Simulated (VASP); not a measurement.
# SbS3 (P6/mmm) in VASP: further runs, part 2 of 2

VASP 6.6.1.

### 3 Single point, PBE

This run uses another cell than the first one, of 21.50 Å³/atom.

File INCAR:

```
PREC     = Accurate       # precision mode
ENCUT    = 520            # plane-wave cutoff, eV
EDIFF    = 1E-6           # SCF threshold, eV
ISMEAR   = 0              # smearing method
SIGMA    = 0.1            # smearing width, eV
LREAL    = False          # projectors in reciprocal space
LASPH    = True           # aspherical terms in the spheres
NELM     = 60             # most SCF steps
ALGO     = Normal         # electronic algorithm
ISIF     = 2              # what is computed and relaxed
LWAVE    = False          # write WAVECAR
LCHARG   = False          # write CHGCAR
GGA      = PE             # functional
NBANDS   = 20             # bands
```

File KPOINTS:

```
Automatic mesh
0
Gamma
  12 12 14
```

File POSCAR:

```
SbS3
1.0
    5.5208773579      0.0000000000      0.0000000000
   -2.7604386790      4.7812200432      0.0000000000
    0.0000000000      0.0000000000      3.2579749862
Sb S
1 3
Direct
    0.0000000000      0.0000000000      0.5000000000
    0.5000000000      0.0000000000      0.5000000000
    0.0000000000      0.5000000000      0.5000000000
    0.5000000000      0.5000000000      0.5000000000
```

Potentials or basis: VASP PAW PBE potentials, release 64 (Sb, S).

Launch:

```
cat potpaw_PBE.64/Sb/POTCAR potpaw_PBE.64/S/POTCAR > POTCAR
mpirun -np 1 vasp_std > vasp.out
```

OUTCAR:

```text
PREC = Accurate
   ENCUT = 520
   EDIFF = 1E-6
   ISMEAR = 0
   LREAL = False
   LASPH = True
   NELM = 60
   ISIF = 2
   GGA = PE

 ion  position               nearest neighbor table
   1  0.000  0.000  0.500-   2 2.76   2 2.76   4 2.76   4 2.76   3 2.76   3 2.76
   2  0.500  0.000  0.500-   1 2.76   1 2.76   3 2.76   3 2.76   4 2.76   4 2.76
   3  0.000  0.500  0.500-   4 2.76   4 2.76   2 2.76   2 2.76   1 2.76   1 2.76
   4  0.500  0.500  0.500-   3 2.76   3 2.76   1 2.76   1 2.76   2 2.76   2 2.76

  LATTYP: Found a hexagonal cell.
 ALAT       =     5.5208773579
 C/A-ratio  =     0.5901190653

  Lattice vectors:

 A1 = (   5.5208773579,   0.0000000000,   0.0000000000)
 A2 = (  -2.7604386790,   4.7812200432,   0.0000000000)
 A3 = (   0.0000000000,   0.0000000000,   3.2579749862)

Analysis of symmetry for initial positions (statically):
=====================================================================
 Subroutine PRICEL returns:
 Original cell was already a primitive cell.

 Routine SETGRP: Setting up the symmetry group for a
 hexagonal supercell.

 Subroutine GETGRP returns: Found 24 space group operations
 (whereof 24 operations were pure point group operations)
 out of a pool of 24 trial point group operations.

The static configuration has the point symmetry D_6h.

Analysis of symmetry for dynamics (positions and initial velocities):
=====================================================================
 Subroutine PRICEL returns:
 Original cell was already a primitive cell.

 Routine SETGRP: Setting up the symmetry group for a
 hexagonal supercell.

 Subroutine GETGRP returns: Found 24 space group operations
 (whereof 24 operations were pure point group operations)
 out of a pool of 24 trial point group operations.

The dynamic configuration has the point symmetry D_6h.

 Subroutine INISYM returns: Found 24 space group operations
[... 113 lines left out ...]
   NUPDOWN=      -1.0000    fix difference up-down
   EMIN   =  10.00;   EMAX   =-10.00  energy-range for DOS
   EFERMI =   0.00;   METHOD = LEGACY
   ISMEAR =     0;   SIGMA  =   0.10  broadening in eV -4-tet -1-fermi 0-gaus
   EFERMI_NEDOS =   21; number of points for ismear=-14 and -15
   IALGO  =     38    algorithm
   IMIX   =      4    mixing-type and parameters
     AMIX     =   0.40;   BMIX     =  1.00
     AMIX_MAG =   1.60;   BMIX_MAG =  1.00
  volume/ion in A,a.u.               =      21.50       145.09
  Fermi-wavevector in a.u.,A,eV,Ry     =   1.054757  1.993202 15.136661  1.112513
  Thomas-Fermi vector in A             =   2.189930
   LORBIT       =      0    0 simple, 1 ext, 2 COOP (PROOUT), +10 PAW based schemes
   GGA     = PE    functional components
   LHFCALC =     F    Hartree Fock is set to
   AEXX    =    0.0000 exact exchange contribution
   IVDW    =     0    specifies the selected vdW correction
   LEPSILON=     F    determine dielectric tensor
   LRPA    =     F    only Hartree local field effects (RPA)
 non-spin polarized calculation
 Gauss-broadening in eV      SIGMA  =   0.10
  energy-cutoff  :      520.00
  volume of cell :       86.00
 maximum number of plane-waves:      2342
 NGX is ok and might be reduce to    42
   NGX = 21   NGY = 21   NGZ = 13

 number of electron      22.9999993 magnetization

 Free energy of the ion-electron system (eV)
  ---------------------------------------------------
  ext. energy  EPLUGINS =         0.00000000
  ---------------------------------------------------
  free energy    TOTEN  =       -13.97681104 eV

  energy without entropy =      -13.96021884  energy(sigma->0) =      -13.96851494

 E-fermi :   5.7727     XC(G=0):  -9.9329

 val. band max:        5.7605008797   @ k =   0.2500   0.1667   0.1429
 cond. band min:       5.7792401795   @ k =   0.1667   0.1667   0.2857
 fundamental gap:      0.0187392998
 Fermi energy:         5.7727492340

 k-point     1 :       0.0000    0.0000    0.0000
  band No.  band energies     occupation
      1      -9.3272      2.00000
      2      -5.8192      2.00000
      3      -5.8192      2.00000
      4      -2.8642      2.00000
      5      -0.8061      2.00000
      6      -0.8061      2.00000
[... 541 lines left out ...]
     19      14.5001      0.00000
     20      15.1886      0.00000

 [... further k-points ...]
[... 5 lines left out ...]
  --------------------------------------------------------------------------------------
  -------------------------------------------------------------------------------------
  Total       -0.1543637     -0.1543637     -0.0133554      0.0000000      0.0000000      0.0000000
  in kB       -2.8758174     -2.8758174     -0.2488132      0.0000000      0.0000000      0.0000000
  external PRESSURE =      -2.0001494 kB  Pullay stress =       0.0000000 kB

 VOLUME and BASIS-vectors are now :
 -----------------------------------------------------------------------------
  energy-cutoff  :      520.00
  volume of cell :       86.00
      direct lattice vectors                 reciprocal lattice vectors
     5.520877358  0.000000000  0.000000000     0.181130631  0.104575819  0.000000000
    -2.760438679  4.781220043  0.000000000     0.000000000  0.209151637  0.000000000
     0.000000000  0.000000000  3.257974986     0.000000000  0.000000000  0.306939128

 POSITION                                       TOTAL-FORCE (eV/Angst)
 -----------------------------------------------------------------------------------
      0.00000      0.00000      1.62899        -0.000000      0.000000      0.000000
      2.76044      0.00000      1.62899        -0.000000      0.000000      0.000000
     -1.38022      2.39061      1.62899         0.000000      0.000000      0.000000
      1.38022      2.39061      1.62899        -0.000000      0.000000      0.000000
 -----------------------------------------------------------------------------------
    total drift:                                0.000000     -0.000000      0.000000

  FREE ENERGIE OF THE ION-ELECTRON SYSTEM (eV)
  ---------------------------------------------------
  free  energy   TOTEN  =       -13.9768110399 eV

  energy  without entropy=      -13.9602188376  energy(sigma->0) =      -13.96851494
```

Run time: 1.8 min. Hardware: 1 thread of AMD EPYC 9R45 (Zen 5), shared host; peak memory 0.32 GiB.

Results:

```yaml
Free_energy: -13.9768 eV
Pressure: -0.2 GPa
Band_gap_on_the_k_mesh: zero (an odd number of electrons rules out a gap without spin polarisation)
```

Caveat: spin-orbit coupling is left out, which moves the levels of the heavy elements.

The gap in the log of VASP goes by the Fermi energy; the results here count the filled bands.